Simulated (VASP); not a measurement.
# FeO (Wuestite) in VASP: further runs, part 2 of 3

VASP 6.6.1.

### Step 3. Single point, LDA+U, collinear spin, ferromagnetic start

This run uses another cell than the first one, of 9.99 Å³/atom, 0.867 times its volume.

INCAR reads:

```
SYSTEM = FeO
PREC     = Accurate       ! precision mode
ENCUT    = 520            ! plane-wave cutoff, eV
EDIFF    = 1E-6           ! SCF threshold, eV
ISMEAR   = -1             ! smearing method
SIGMA    = 0.05           ! smearing width, eV
LREAL    = .FALSE.        ! projectors in reciprocal space
LASPH    = .TRUE.         ! aspherical terms in the spheres
NELM     = 150            ! most SCF steps
ALGO     = Normal         ! electronic algorithm
ISIF     = 2              ! what is computed and relaxed
LWAVE    = .FALSE.        ! write WAVECAR
LCHARG   = .FALSE.        ! write CHGCAR
ISPIN    = 2              ! spin polarisation
MAGMOM   = 3 0            ! initial moments
LORBIT   = 11             ! projections on sites
LMAXMIX  = 4              ! l up to which the mixer works
LDAU     = .TRUE.         ! DFT+U
LDAUTYPE = 2            
LDAUL    = 2 -1           ! shell
LDAUU    = 6.2 0          ! U, eV
LDAUJ    = 0 0          
LDAUPRINT= 1            
GGA      = CA             ! functional
NBANDS   = 18             ! bands
```

KPOINTS reads:

```
regular mesh
0
G
  11 11 11
  0 0 0
```

POSCAR reads:

```
FeO
1.0
   -0.0568839691      2.1253380966      2.1253380966
    2.1253380966     -0.0568839691      2.1253380966
    2.1253380966      2.1253380966     -0.0568839691
Fe O
1 1
Direct
    0.0000000000      0.0000000000      0.0000000000
    0.5000000000      0.5000000000      0.5000000000
```

Potentials or basis: VASP PAW LDA potentials, release 64 (Fe, O).

Launch:

```console
$ cat potpaw_LDA.64/Fe/POTCAR potpaw_LDA.64/O/POTCAR > POTCAR
$ mpirun -np 1 vasp_std > vasp.out
```

OUTCAR:

```text
SYSTEM = FeO
   PREC = Accurate
   ENCUT = 520
   EDIFF = 1E-6
   ISMEAR = -1
   LREAL = .FALSE.
   LASPH = .TRUE.
   NELM = 150
   ISIF = 2
   ISPIN = 2
   LORBIT = 11
   GGA = CA

 ion  position               nearest neighbor table
   1  0.000  0.000  0.000-   2 2.15   2 2.15   2 2.15   2 2.15   2 2.15   2 2.15
   2  0.500  0.500  0.500-   1 2.15   1 2.15   1 2.15   1 2.15   1 2.15   1 2.15

  LATTYP: Found a trigonal (rhomboedric) cell.
 ALAT       =     3.0062201908
 COS(alpha) =     0.4730658920

  Lattice vectors:

 A1 = (  -0.0568839691,   2.1253380966,   2.1253380966)
 A2 = (   2.1253380966,  -0.0568839691,   2.1253380966)
 A3 = (   2.1253380966,   2.1253380966,  -0.0568839691)

Analysis of symmetry for initial positions (statically):
=====================================================================
 Subroutine PRICEL returns:
 Original cell was already a primitive cell.

 Routine SETGRP: Setting up the symmetry group for a
 trigonal (rhombohedral) supercell.

 Subroutine GETGRP returns: Found 12 space group operations
 (whereof 12 operations were pure point group operations)
 out of a pool of 12 trial point group operations.

The static configuration has the point symmetry D_3d.

Analysis of symmetry for dynamics (positions and initial velocities):
=====================================================================
 Subroutine PRICEL returns:
 Original cell was already a primitive cell.

 Routine SETGRP: Setting up the symmetry group for a
 trigonal (rhombohedral) supercell.

[... 187 lines left out ...]
  o =  0.9772  v = -0.1375 -0.6281  0.0037  0.7656  0.0219  0.0000  0.0000  0.0000  0.0000  0.0000      0.0000  0.0000  0.0000  0.0000  0.0000  0.0000  0.0000  0.0000  0.0000  0.0000
  o =  0.9772  v =  0.8046 -0.5214 -0.0219 -0.2833  0.0037  0.0000  0.0000  0.0000  0.0000  0.0000      0.0000  0.0000  0.0000  0.0000  0.0000  0.0000  0.0000  0.0000  0.0000  0.0000
  o =  1.0338  v = -0.0181  0.0091 -0.9998  0.0091  0.0000  0.0000  0.0000  0.0000  0.0000  0.0000      0.0000  0.0000  0.0000  0.0000  0.0000  0.0000  0.0000  0.0000  0.0000  0.0000
  o =  1.0338  v =  0.0000  0.0157  0.0000 -0.0157  0.9998  0.0000  0.0000  0.0000  0.0000  0.0000      0.0000  0.0000  0.0000  0.0000  0.0000  0.0000  0.0000  0.0000  0.0000  0.0000

 number of electron      14.0000003 magnetization       4.0019785

 Free energy of the ion-electron system (eV)
  ---------------------------------------------------
  ext. energy  EPLUGINS =         0.00000000
  ---------------------------------------------------
  free energy    TOTEN  =       -13.41779424 eV

  energy without entropy =      -13.40730120  energy(sigma->0) =      -13.41254772

 E-fermi :   6.6180     XC(G=0): -12.6298

 val. band max:        6.6133861559   @ k =  -0.0909   0.1818   0.0909
 cond. band min:       6.6268988065   @ k =   0.4545   0.2727   0.2727
 fundamental gap:      0.0135126507
 Fermi energy:         6.6180085231

 spin component 1

 k-point     1 :       0.0000    0.0000    0.0000
  band No.  band energies     occupation
      1     -14.2393      1.00000
      2      -1.1839      1.00000
      3      -1.1839      1.00000
      4      -1.0261      1.00000
      5      -1.0261      1.00000
      6      -0.8855      1.00000
[... 1001 lines left out ...]
     17      32.6478      0.00000
     18      35.7343      0.00000

 [... further k-points ...]
[... 5 lines left out ...]
  --------------------------------------------------------------------------------------
  -------------------------------------------------------------------------------------
  Total       -2.0526058     -2.0526058     -2.0526058      0.1550658      0.1550658      0.1550658
  in kB     -164.6688038   -164.6688038   -164.6688038     12.4400392     12.4400392     12.4400392
  external PRESSURE =    -164.6688038 kB  Pullay stress =       0.0000000 kB

 VOLUME and BASIS-vectors are now :
 -----------------------------------------------------------------------------
  energy-cutoff  :      520.00
  volume of cell :       19.97
      direct lattice vectors                 reciprocal lattice vectors
    -0.056883969  2.125338097  2.125338097    -0.226016446  0.232232060  0.232232060
     2.125338097 -0.056883969  2.125338097     0.232232060 -0.226016446  0.232232060
     2.125338097  2.125338097 -0.056883969     0.232232060  0.232232060 -0.226016446

 POSITION                                       TOTAL-FORCE (eV/Angst)
 -----------------------------------------------------------------------------------
      0.00000      0.00000      0.00000        -0.000000      0.000000     -0.000000
      2.09690      2.09690      2.09690         0.000000     -0.000000      0.000000
 -----------------------------------------------------------------------------------
    total drift:                                0.000000     -0.000000      0.000000

  FREE ENERGIE OF THE ION-ELECTRON SYSTEM (eV)
  ---------------------------------------------------
  free  energy   TOTEN  =       -13.4177942356 eV

  energy  without entropy=      -13.4073011996  energy(sigma->0) =      -13.41254772

 total charge

# of ion       s       p       d       tot
------------------------------------------
    1        0.303   0.379   6.112   6.794
    2        1.538   3.442   0.000   4.980
--------------------------------------------------
tot          1.841   3.821   6.112  11.774

 magnetization (x)

# of ion       s       p       d       tot
------------------------------------------
    1        0.022   0.019   3.851   3.892
    2        0.017   0.149   0.000   0.166
--------------------------------------------------
tot          0.039   0.169   3.851   4.058
```

Wall time 5.5 min (1 thread of AMD EPYC 7R13, shared host); peak memory 0.17 GiB.

What came out:

| Item | Value |
| --- | --- |
| Free energy | -13.4178 eV |
| Pressure | -16.5 GPa |
| Band gap on the k mesh | zero (filled and empty bands overlap) |
| Net moment | 4.00 μB per cell |
| Site moments | Fe +3.89; O +0.17 μB |
| Valence electrons inside the program's atomic spheres | Fe 6.79; O 4.98 |

Stress tensor (GPa, compression positive):
```
-16.47   1.24   1.24
  1.24 -16.47   1.24
  1.24   1.24 -16.47
```

Levels at points of the mesh, in eV from the Fermi level:
Spin up:
```
           k point  band 6  band 7  band 8  band 9  band 10  band 11  band 12  band 13
(0.00, 0.00, 0.00)   -7.50   -4.24   -4.24   -3.99    -0.43    13.56    13.56    14.60
```
Spin down:
| k point | band 1 | band 2 | band 3 | band 4 | band 5 | band 6 | band 7 | band 8 | band 9 | band 10 |
| --- | --- | --- | --- | --- | --- | --- | --- | --- | --- | --- |
| (0.00, 0.00, 0.00) | -20.49 | -3.88 | -3.88 | -3.63 | -0.81 | -0.81 | -0.62 | 0.31 | 1.29 | 1.29 |

Eigenvalues of the final occupation matrices:
| site | spin | trace | eigenvalues |
| --- | --- | --- | --- |
| site 1 d | 1 | 5.00 | 0.98 0.98 0.98 1.03 1.03 |
| site 1 d | 2 | 1.14 | 0.10 0.10 0.31 0.31 0.31 |

Caveat: a cell with one magnetic atom can't hold antiferromagnetic order, which such compounds often take.

### Step 4. Relaxation of cell and atoms, LDA+U, collinear spin, ferromagnetic start

This run uses another cell than the first one, of 10.01 Å³/atom, 0.870 times its volume.

INCAR reads:

```
SYSTEM = FeO
PREC = Accurate ; ENCUT = 600
EDIFF = 1E-6 ; ISMEAR = -1
SIGMA = 0.05 ; LREAL = .FALSE.
LASPH = .TRUE. ; NELM = 150
ALGO = Normal ; ISIF = 3
LWAVE = .FALSE. ; LCHARG = .FALSE.
ISPIN = 2 ; MAGMOM = 3 0
LORBIT = 11 ; LMAXMIX = 4
LDAU = .TRUE. ; LDAUTYPE = 2
LDAUL = 2 -1 ; LDAUU = 6.2 0
LDAUJ = 0 0 ; LDAUPRINT = 1
IBRION = 2 ; NSW = 60
EDIFFG = -0.01
```

KPOINTS is that of step 3.

POSCAR reads:

```
FeO
1.0
    0.0000000000      2.1554000000      2.1554000000
    2.1554000000      0.0000000000      2.1554000000
    2.1554000000      2.1554000000      0.0000000000
Fe O
1 1
Direct
    0.0000000000      0.0000000000      0.0000000000
    0.5000000000      0.5000000000      0.5000000000
```

Launch:

```console
$ cat potpaw_LDA.64/Fe/POTCAR potpaw_LDA.64/O/POTCAR > POTCAR
$ mpirun -np 1 vasp_std > vasp.out
```

Run time: 3.3 min. Hardware: 1 thread of AMD EPYC 7R13, shared host; peak memory 0.13 GiB.

The run converged. Its results:

```yaml
Free_energy: -13.5272 eV
Relaxed_volume: 9.12 Å³/atom
Relaxed_cell: a = 2.954 Å, b = 2.954 Å, c = 2.954 Å, α = 60.00°, β = 60.00°, γ = 60.00°
Space_group_after_relaxing_to_0.05_Å: Fm-3m (No. 225)
Energy_gained_by_relaxing: 52.5 meV/atom
Ionic_steps: 3
Pressure_after_relaxing: -0.1 GPa
Band_gap_on_the_k_mesh: zero (filled and empty bands overlap)
Net_moment: 4.00 μB per cell
Site_moments: Fe +3.90; O +0.18 μB
Valence_electrons_inside_the_program's_atomic_spheres: Fe 6.98; O 5.03
```

Step by step:
```
step  energy change (eV)  largest force (eV/Å)  pressure (GPa)  volume (Å³)
   1              0.0000                0.0000          -17.16        20.03
   2             -0.0488                0.0000           16.62        17.08
   3             -0.1050                0.0000           -0.14        18.23
```

Final structure:
```cif
data_structure
_symmetry_space_group_name_H-M 'P 1'
_symmetry_Int_Tables_number 1
_cell_length_a 2.9544
_cell_length_b 2.9544
_cell_length_c 2.9544
_cell_angle_alpha 60.000
_cell_angle_beta 60.000
_cell_angle_gamma 60.000
_cell_volume 18.23
loop_
_atom_site_label
_atom_site_type_symbol
_atom_site_fract_x
_atom_site_fract_y
_atom_site_fract_z
_atom_site_occupancy
Fe1 Fe 0.00000 0.00000 0.00000 1
O1 O 0.50000 0.50000 0.50000 1
```

Levels at points of the mesh, in eV from the Fermi level:
Spin up:
```csv
k point,band 6,band 7,band 8,band 9,band 10,band 11,band 12,band 13
"(0.00, 0.00, 0.00)",-7.71,-4.51,-4.51,-4.51,0.16,14.35,14.35,14.35
```
Spin down:
```csv
k point,band 3,band 4,band 5,band 6,band 7,band 8
"(0.00, 0.00, 0.00)",-4.10,-4.10,-0.86,-0.86,-0.86,0.86
```

Eigenvalues of the final occupation matrices:
```
    site  spin  trace               eigenvalues
site 1 d     1   5.05  0.98 0.98 0.98 1.05 1.05
site 1 d     2   1.19  0.12 0.12 0.32 0.32 0.32
```

Caveat: a cell with one magnetic atom can't hold antiferromagnetic order, which such compounds often take. The state reached can hang on the start; a lower one may exist.

(Part 2 of 3 ends here.)
